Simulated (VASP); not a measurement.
# HfO2 (Fm-3m) in VASP: settings compared

HfO2 is run at these levels: PBE, PBE0; tasks: single point.

Program: VASP 6.6.1. These are calculated values, not measurements. Logs are shortened: lines on timing, memory, paths and dates and some standing lists are left out, and cuts for length are marked.

### 1 The cell of the first run

It takes space group Fm-3m (No. 225, cubic). Conventional cell: a = 5.098 Å, b = 5.098 Å, c = 5.098 Å, α = 90.00°, β = 90.00°, γ = 90.00°. Hf (site symmetry m-3m) has 8 O at 2.21 Å within 2.9 Å. O (site symmetry -43m) has 4 Hf at 2.21 Å and 6 O at 2.55 Å within 2.9 Å.

### 2 Single point, PBE

The input, INCAR:

```
SYSTEM = HfO2
  ALGO = Normal
  EDIFF = 1E-7
  ENCUT = 520
  GGA = PE
  ISIF = 2
  ISMEAR = 0
  LASPH = .True.
  LCHARG = .False.
  LREAL = .False.
  LWAVE = .False.
  NBANDS = 56
  NELM = 80
  PREC = Accurate
  SIGMA = 0.05
```

The input, KPOINTS:

```
k-points
0
Gamma
  6 6 6
  0 0 0
```

The input, POSCAR:

```
HfO2
1.0
    5.0976115212      0.0000000000      0.0000000000
    0.0000000000     -5.0976115212      0.0000000000
    0.0000000000      0.0000000000     -5.0976115212
Hf O
4 8
Direct
    0.0000000000      1.0000000000      1.0000000000
    0.5000000000      0.5000000000      1.0000000000
    0.5000000000      1.0000000000      0.5000000000
    0.0000000000      0.5000000000      0.5000000000
    0.2500000000      0.2500000000      0.2500000000
    0.7500000000      0.7500000000      0.2500000000
    0.7500000000      0.2500000000      0.7500000000
    0.2500000000      0.7500000000      0.7500000000
    0.7500000000      0.7500000000      0.7500000000
    0.2500000000      0.2500000000      0.7500000000
    0.2500000000      0.7500000000      0.2500000000
    0.7500000000      0.2500000000      0.2500000000
```

Potentials or basis: VASP PAW PBE potentials, release 64 (Hf_pv, O).

Launch:

```bash
$ cat potpaw_PBE.64/Hf_pv/POTCAR potpaw_PBE.64/O/POTCAR > POTCAR
$ mpirun -np 1 vasp_std > vasp.out
```

OUTCAR:

```text
SYSTEM = HfO2
   EDIFF = 1E-7
   ENCUT = 520
   GGA = PE
   ISIF = 2
   ISMEAR = 0
   LASPH = .True.
   LREAL = .False.
   NELM = 80
   PREC = Accurate

 ion  position               nearest neighbor table
   1  0.000  0.000  0.000-   5 2.21   6 2.21   7 2.21   8 2.21   9 2.21  10 2.21  11 2.21  12 2.21
                             4 3.60   2 3.60   3 3.60   3 3.60   4 3.60   2 3.60   4 3.60   4 3.60
   2  0.500  0.500  0.000-   5 2.21   6 2.21   7 2.21   8 2.21   9 2.21  10 2.21  11 2.21  12 2.21
                             4 3.60   1 3.60   3 3.60   3 3.60   4 3.60   1 3.60   3 3.60   3 3.60
   3  0.500  0.000  0.500-   5 2.21   6 2.21   7 2.21   8 2.21   9 2.21  10 2.21  11 2.21  12 2.21
                             4 3.60   1 3.60   2 3.60   1 3.60   2 3.60   2 3.60   4 3.60   2 3.60
   4  0.000  0.500  0.500-   5 2.21   6 2.21   7 2.21   8 2.21   9 2.21  10 2.21  11 2.21  12 2.21
                             3 3.60   1 3.60   2 3.60   1 3.60   2 3.60   1 3.60   3 3.60   1 3.60
   5  0.250  0.250  0.250-   1 2.21   2 2.21   3 2.21   4 2.21
   6  0.750  0.750  0.250-   1 2.21   2 2.21   3 2.21   4 2.21
   7  0.750  0.250  0.750-   1 2.21   2 2.21   3 2.21   4 2.21
   8  0.250  0.750  0.750-   1 2.21   2 2.21   3 2.21   4 2.21
   9  0.750  0.750  0.750-   1 2.21   2 2.21   3 2.21   4 2.21
  10  0.250  0.250  0.750-   1 2.21   2 2.21   3 2.21   4 2.21
  11  0.250  0.750  0.250-   1 2.21   2 2.21   3 2.21   4 2.21
  12  0.750  0.250  0.250-   1 2.21   2 2.21   3 2.21   4 2.21

  LATTYP: Found a simple cubic cell.
 ALAT       =     5.0976115212

  Lattice vectors:

 A1 = (   5.0976115212,   0.0000000000,   0.0000000000)
 A2 = (   0.0000000000,  -5.0976115212,   0.0000000000)
 A3 = (   0.0000000000,   0.0000000000,  -5.0976115212)

Analysis of symmetry for initial positions (statically):
=====================================================================
 Subroutine PRICEL returns following result:

  LATTYP: Found a face centered cubic cell.
 ALAT       =     5.0976115212

  Lattice vectors:

 A1 = (   2.5488057606,   2.5488057606,   0.0000000000)
 A2 = (   2.5488057606,   0.0000000000,  -2.5488057606)
 A3 = (   0.0000000000,   2.5488057606,  -2.5488057606)

   4 primitive cells build up your supercell.

 Routine SETGRP: Setting up the symmetry group for a
 simple cubic supercell.

 Subroutine GETGRP returns: Found 48 space group operations
 (whereof 48 operations were pure point group operations)
 out of a pool of 48 trial point group operations.

The static configuration has the point symmetry O_h .

[... 132 lines left out ...]
   EMIN   =  10.00;   EMAX   =-10.00  energy-range for DOS
   EFERMI =   0.00;   METHOD = LEGACY
   ISMEAR =     0;   SIGMA  =   0.05  broadening in eV -4-tet -1-fermi 0-gaus
   EFERMI_NEDOS =   21; number of points for ismear=-14 and -15
   IALGO  =     38    algorithm
   IMIX   =      4    mixing-type and parameters
     AMIX     =   0.40;   BMIX     =  1.00
     AMIX_MAG =   1.60;   BMIX_MAG =  1.00
  volume/ion in A,a.u.               =      11.04        74.49
  Fermi-wavevector in a.u.,A,eV,Ry     =   1.428463  2.699404 27.762776  2.040506
  Thomas-Fermi vector in A             =   2.548522
   LORBIT       =      0    0 simple, 1 ext, 2 COOP (PROOUT), +10 PAW based schemes
   GGA     = PE    functional components
   LHFCALC =     F    Hartree Fock is set to
   AEXX    =    0.0000 exact exchange contribution
   IVDW    =     0    specifies the selected vdW correction
   LEPSILON=     F    determine dielectric tensor
   LRPA    =     F    only Hartree local field effects (RPA)
 non-spin polarized calculation
 Gauss-broadening in eV      SIGMA  =   0.05
  energy-cutoff  :      520.00
  volume of cell :      132.46
 maximum number of plane-waves:      3596
 NGX is ok and might be reduce to    40

 number of electron      88.0000064 magnetization

 Free energy of the ion-electron system (eV)
  ---------------------------------------------------
  ext. energy  EPLUGINS =         0.00000000
  ---------------------------------------------------
  free energy    TOTEN  =      -120.97383089 eV

  energy without entropy =     -120.97383089  energy(sigma->0) =     -120.97383089

 E-fermi :   4.4694     XC(G=0): -11.7515

 val. band max:        4.1406343749   @ k =   0.0000   0.0000   0.0000
 cond. band min:       7.8979223877   @ k =   0.0000   0.0000   0.0000
 fundamental gap:      3.7572880128
 Fermi energy:         4.4694155867

 k-point     1 :       0.0000    0.0000    0.0000
  band No.  band energies     occupation
      1     -26.0451      2.00000
      2     -26.0451      2.00000
      3     -26.0451      2.00000
      4     -25.7364      2.00000
      5     -25.7364      2.00000
      6     -25.7364      2.00000
[... 1169 lines left out ...]
     55      10.9718      0.00000
     56      10.9718      0.00000

------------------------ aborting loop because EDIFF is reached ----------------------------------------

  FORCE on cell =-STRESS in cart. coord.  units (eV):
  Direction    XX          YY          ZZ          XY          YZ          ZX
  --------------------------------------------------------------------------------------
  -------------------------------------------------------------------------------------
  Total       -3.0080465     -3.0080465     -3.0080465      0.0000000      0.0000000     -0.0000000
  in kB      -36.3826994    -36.3826994    -36.3826994      0.0000000      0.0000000     -0.0000000
  external PRESSURE =     -36.3826994 kB  Pullay stress =       0.0000000 kB

 VOLUME and BASIS-vectors are now :
 -----------------------------------------------------------------------------
  energy-cutoff  :      520.00
  volume of cell :      132.46
      direct lattice vectors                 reciprocal lattice vectors
     5.097611521  0.000000000  0.000000000     0.196170304  0.000000000  0.000000000
     0.000000000 -5.097611521  0.000000000     0.000000000 -0.196170304  0.000000000
     0.000000000  0.000000000 -5.097611521     0.000000000  0.000000000 -0.196170304

 POSITION                                       TOTAL-FORCE (eV/Angst)
 -----------------------------------------------------------------------------------
      0.00000      0.00000      0.00000        -0.000000     -0.000000      0.000000
      2.54881     -2.54881      0.00000        -0.000000     -0.000000      0.000000
      2.54881      0.00000     -2.54881        -0.000000     -0.000000     -0.000000
      0.00000     -2.54881     -2.54881        -0.000000     -0.000000      0.000000
      1.27440     -1.27440     -1.27440         0.000000      0.000000     -0.000000
      3.82321     -3.82321     -1.27440        -0.000000      0.000000     -0.000000
      3.82321     -1.27440     -3.82321         0.000000     -0.000000     -0.000000
      1.27440     -3.82321     -3.82321         0.000000      0.000000     -0.000000
      3.82321     -3.82321     -3.82321        -0.000000      0.000000     -0.000000
      1.27440     -1.27440     -3.82321         0.000000     -0.000000      0.000000
      1.27440     -3.82321     -1.27440        -0.000000      0.000000     -0.000000
      3.82321     -1.27440     -1.27440         0.000000     -0.000000     -0.000000
 -----------------------------------------------------------------------------------
    total drift:                                0.000000     -0.000000     -0.000000

  FREE ENERGIE OF THE ION-ELECTRON SYSTEM (eV)
  ---------------------------------------------------
  free  energy   TOTEN  =      -120.9738308860 eV

  energy  without entropy=     -120.9738308860  energy(sigma->0) =     -120.97383089
```

stdout:

```text
POSCAR found type information on POSCAR HfO
 POSCAR found :  2 types and      12 ions
 scaLAPACK will be used
 LDA part: xc-table for (Slater+PW92), standard interpolation
 POSCAR, INCAR and KPOINTS ok, starting setup
 FFT: planning ... GRIDC
 FFT: planning ... GRID_SOFT
 FFT: planning ... GRID
 WAVECAR not read
 entering main loop
```

It took 4.3 min on 1 thread of AMD EPYC 7R13, shared host; peak memory 0.27 GiB.

What came out:

- Free energy: -120.9738 eV
- Pressure: -3.6 GPa
- Band gap on the k mesh: 3.76 eV

Levels at points of the mesh, in eV from the valence-band top:
```tsv
k point	band 41	band 42	band 43	band 44	band 45	band 46	band 47	band 48
(0.00, 0.00, 0.00)	-0.60	0.00	0.00	0.00	3.76	3.76	3.76	3.84
(0.50, 0.00, 0.00)	-0.67	-0.67	-0.20	-0.20	4.43	4.43	4.54	4.54
(0.50, 0.50, 0.00)	-0.70	-0.70	-0.70	-0.70	4.28	4.28	4.28	4.28
(0.50, 0.50, 0.50)	-1.81	-1.81	-1.81	-1.81	4.55	4.55	4.55	4.55
```

Caveat: the cell stands under tension; spin-orbit coupling is left out, which moves the levels of the heavy elements.

### 3 Single point, PBE0

This run uses another cell than the first one: it holds 3 atoms, not 12.

The input, POSCAR:

```
HfO2
1.0
    0.0000000000      2.5488057606      2.5488057606
    2.5488057606      0.0000000000      2.5488057606
    2.5488057606      2.5488057606      0.0000000000
Hf O
1 2
Direct
    0.0000000000      0.0000000000      0.0000000000
    0.2500000000      0.2500000000      0.2500000000
    0.7500000000      0.7500000000      0.7500000000
```

The input, INCAR.step1:

```
SYSTEM = HfO2
PREC     = Accurate       ! precision mode
ENCUT    = 520            ! plane-wave cutoff, eV
EDIFF    = 1E-5           ! SCF threshold, eV
ISMEAR   = 0              ! smearing method
SIGMA    = 0.02           ! smearing width, eV
LREAL    = .False.        ! projectors in reciprocal space
LASPH    = .True.         ! aspherical terms in the spheres
NELM     = 100            ! most SCF steps
ALGO     = Normal         ! electronic algorithm
ISIF     = 2              ! what is computed and relaxed
LWAVE    = .True.         ! write WAVECAR
LCHARG   = .False.        ! write CHGCAR
GGA      = PE             ! functional
NBANDS   = 18             ! bands
```

The input, INCAR.step2:

```
SYSTEM = HfO2
PREC     = Accurate       ! precision mode
ENCUT    = 520            ! plane-wave cutoff, eV
EDIFF    = 1E-6           ! SCF threshold, eV
ISMEAR   = 0              ! smearing method
SIGMA    = 0.02           ! smearing width, eV
LREAL    = .False.        ! projectors in reciprocal space
LASPH    = .True.         ! aspherical terms in the spheres
NELM     = 100            ! most SCF steps
ALGO     = Normal         ! electronic algorithm
ISIF     = 2              ! what is computed and relaxed
LWAVE    = .False.        ! write WAVECAR
LCHARG   = .False.        ! write CHGCAR
GGA      = PE             ! functional
LHFCALC  = .True.         ! exact exchange
AEXX     = 0.25           ! exact-exchange fraction
PRECFOCK = Normal       
ISTART   = 1            
NBANDS   = 18             ! bands
```

The input, KPOINTS:

```
regular mesh
0
Gamma
  6 6 6
  0 0 0
```

Potentials or basis: VASP PAW PBE potentials, release 64 (Hf_pv, O).

Launch:

```bash
$ cat potpaw_PBE.64/Hf_pv/POTCAR potpaw_PBE.64/O/POTCAR > POTCAR
$ cp INCAR.step1 INCAR
$ mpirun -np 1 vasp_std > vasp.out
$ cp INCAR.step2 INCAR
$ mpirun -np 1 vasp_std > vasp.out
```

OUTCAR:

```text
SYSTEM = HfO2
   PREC = Accurate
   ENCUT = 520
   EDIFF = 1E-6
   ISMEAR = 0
   LREAL = .False.
   LASPH = .True.
   NELM = 100
   ISIF = 2
   GGA = PE
   LHFCALC = .True.
   AEXX = 0.25
   PRECFOCK = Normal
   ISTART = 1

 ion  position               nearest neighbor table
   1  0.000  0.000  0.000-   3 2.21   3 2.21   3 2.21   2 2.21   2 2.21   2 2.21   3 2.21   2 2.21

   2  0.250  0.250  0.250-   1 2.21   1 2.21   1 2.21   1 2.21
   3  0.750  0.750  0.750-   1 2.21   1 2.21   1 2.21   1 2.21

  LATTYP: Found a face centered cubic cell.
 ALAT       =     5.0976115212

  Lattice vectors:

 A1 = (   0.0000000000,   2.5488057606,   2.5488057606)
 A2 = (   2.5488057606,   0.0000000000,   2.5488057606)
 A3 = (   2.5488057606,   2.5488057606,   0.0000000000)

Analysis of symmetry for initial positions (statically):
=====================================================================
 Subroutine PRICEL returns:
 Original cell was already a primitive cell.

 Routine SETGRP: Setting up the symmetry group for a
 face centered cubic supercell.

 Subroutine GETGRP returns: Found 48 space group operations
 (whereof 48 operations were pure point group operations)
 out of a pool of 48 trial point group operations.

The static configuration has the point symmetry O_h .

Analysis of symmetry for dynamics (positions and initial velocities):
=====================================================================
 Subroutine PRICEL returns:
 Original cell was already a primitive cell.

 Routine SETGRP: Setting up the symmetry group for a
 face centered cubic supercell.

 Subroutine GETGRP returns: Found 48 space group operations
 (whereof 48 operations were pure point group operations)
 out of a pool of 48 trial point group operations.

The dynamic configuration has the point symmetry O_h .

 Subroutine INISYM returns: Found 48 space group operations
 (whereof 48 operations are pure point group operations),
 and found     1 'primitive' translations
[... 113 lines left out ...]
   GGA     = PE    functional components
   LHFCALC =     T    Hartree Fock is set to
   PRECFOCK=normal    Normal, Fast or Accurate (Low or Medium for compatibility)
   ENCUT4O =  -1.0   cutoff for four orbital integrals eV
   NKREDX  =     1    reduce k-point grid by
   NKREDY  =     1    reduce k-point grid by
   NKREDZ  =     1    reduce k-point grid by
   AEXX    =    0.2500 exact exchange contribution
   HFSCREEN=    0.0000 screening length (either q_TF or 0.3 A-1)
   HFSCREENC=   0.0000 screening length for correlation (either q_TF or 0.3 A-1)
   ENCUTFOCK=  -1.0 apply spherical cutoff to Coloumb kernel
   IVDW    =     0    specifies the selected vdW correction
   LEPSILON=     F    determine dielectric tensor
   LRPA    =     F    only Hartree local field effects (RPA)
 non-spin polarized calculation
 Gauss-broadening in eV      SIGMA  =   0.02
  energy-cutoff  :      520.00
  volume of cell :       33.12
 maximum number of plane-waves:       911
  NGX = 24; NGY = 24; NGZ = 24

 number of electron      21.9999992 magnetization

 Free energy of the ion-electron system (eV)
  ---------------------------------------------------
  ext. energy  EPLUGINS =         0.00000000
  ---------------------------------------------------
  free energy    TOTEN  =       -38.36680796 eV

  energy without entropy =      -38.36680796  energy(sigma->0) =      -38.36680796

 E-fermi :   2.9472     XC(G=0):  -9.2304

 val. band max:        2.7209518826   @ k =   0.5000   0.5000   0.0000
 cond. band min:       8.7694848142   @ k =   0.5000   0.5000   0.0000
 fundamental gap:      6.0485329316
 Fermi energy:         2.9472482088

 k-point     1 :       0.0000    0.0000    0.0000
  band No.  band energies     occupation
      1     -28.5921      2.00000
      2     -28.5921      2.00000
      3     -28.5921      2.00000
      4     -17.6581      2.00000
      5     -14.5348      2.00000
      6      -2.9887      2.00000
[... 313 lines left out ...]
      5     -15.5139      2.00000
      6      -3.5271      2.00000
[... 10 lines left out ...]
     17      18.2104      0.00000
     18      19.0113      0.00000

------------------------ aborting loop because EDIFF is reached ----------------------------------------

  FORCE on cell =-STRESS in cart. coord.  units (eV):
  Direction    XX          YY          ZZ          XY          YZ          ZX
  --------------------------------------------------------------------------------------
  -------------------------------------------------------------------------------------
  Total       -2.2570261     -2.2570261     -2.2570261      0.0000000      0.0000000     -0.0000000
  in kB     -109.1960530   -109.1960530   -109.1960530      0.0000000      0.0000000     -0.0000000
  external PRESSURE =    -109.1960530 kB  Pullay stress =       0.0000000 kB

 VOLUME and BASIS-vectors are now :
 -----------------------------------------------------------------------------
  energy-cutoff  :      520.00
  volume of cell :       33.12
      direct lattice vectors                 reciprocal lattice vectors
     0.000000000  2.548805761  2.548805761    -0.196170304  0.196170304  0.196170304
     2.548805761  0.000000000  2.548805761     0.196170304 -0.196170304  0.196170304
     2.548805761  2.548805761  0.000000000     0.196170304  0.196170304 -0.196170304

 POSITION                                       TOTAL-FORCE (eV/Angst)
 -----------------------------------------------------------------------------------
      0.00000      0.00000      0.00000        -0.000000     -0.000000      0.000000
      1.27440      1.27440      1.27440         0.000000      0.000000      0.000000
      3.82321      3.82321      3.82321        -0.000000     -0.000000     -0.000000
 -----------------------------------------------------------------------------------
    total drift:                                0.000000      0.000000      0.000000

  FREE ENERGIE OF THE ION-ELECTRON SYSTEM (eV)
  ---------------------------------------------------
  free  energy   TOTEN  =       -38.3668079557 eV

  energy  without entropy=      -38.3668079557  energy(sigma->0) =      -38.36680796
```

OUTCAR.step1:

```text
SYSTEM = HfO2
   PREC = Accurate
   ENCUT = 520
   EDIFF = 1E-5
   ISMEAR = 0
   LREAL = .False.
   LASPH = .True.
   NELM = 100
[... 549 lines left out ...]
      0.00000      0.00000      0.00000         0.000000     -0.000000     -0.000000
      1.27440      1.27440      1.27440        -0.000000      0.000000     -0.000000
      3.82321      3.82321      3.82321         0.000000      0.000000      0.000000
 -----------------------------------------------------------------------------------
    total drift:                                0.000000      0.000000      0.000000

  FREE ENERGIE OF THE ION-ELECTRON SYSTEM (eV)
  ---------------------------------------------------
  free  energy   TOTEN  =       -30.2432525895 eV

  energy  without entropy=      -30.2432525895  energy(sigma->0) =      -30.24325259
```

OSZICAR.step1:

```text
N       E                     dE             d eps       ncg     rms          rms(c)
DAV:   1     0.980809660943E+02    0.98081E+02   -0.12691E+04   576   0.121E+03
DAV:   2    -0.315680212618E+02   -0.12965E+03   -0.12485E+03   752   0.296E+02
DAV:   3    -0.360252605541E+02   -0.44572E+01   -0.44425E+01   674   0.486E+01
DAV:   4    -0.360519184639E+02   -0.26658E-01   -0.26652E-01   696   0.413E+00
DAV:   5    -0.360520871849E+02   -0.16872E-03   -0.16872E-03   656   0.316E-01    0.463E+01
DAV:   6    -0.303861197867E+02    0.56660E+01   -0.20510E+01   584   0.322E+01    0.406E+01
DAV:   7    -0.302838351755E+02    0.10228E+00   -0.66365E-01   656   0.673E+00    0.287E+01
DAV:   8    -0.302673781616E+02    0.16457E-01   -0.32132E-01   624   0.514E+00    0.985E+00
DAV:   9    -0.302429072234E+02    0.24471E-01   -0.70598E-02   620   0.227E+00    0.269E+00
DAV:  10    -0.302432029862E+02   -0.29576E-03   -0.33529E-03   636   0.441E-01    0.147E-01
DAV:  11    -0.302432376198E+02   -0.34634E-04   -0.18073E-04   660   0.113E-01    0.221E-01
DAV:  12    -0.302432516751E+02   -0.14055E-04   -0.39299E-05   626   0.418E-02    0.102E-02
DAV:  13    -0.302432525895E+02   -0.91432E-06   -0.13561E-06   424   0.877E-03
   1 F= -.30243253E+02 E0= -.30243253E+02  d E =-.152779E-17
```

Run time: 1.7 h. Hardware: 1 thread of Oxide Virtual Turin-like, shared host; peak memory 0.15 GiB.

What came out:

```
Free energy            : -38.3668 eV
Pressure               : -10.9 GPa
Band gap on the k mesh : 6.05 eV
```

Caveat: the cell stands under tension; the PAW data sets were made with another functional, which shifts forces and pressure a little; spin-orbit coupling is left out, which moves the levels of the heavy elements.
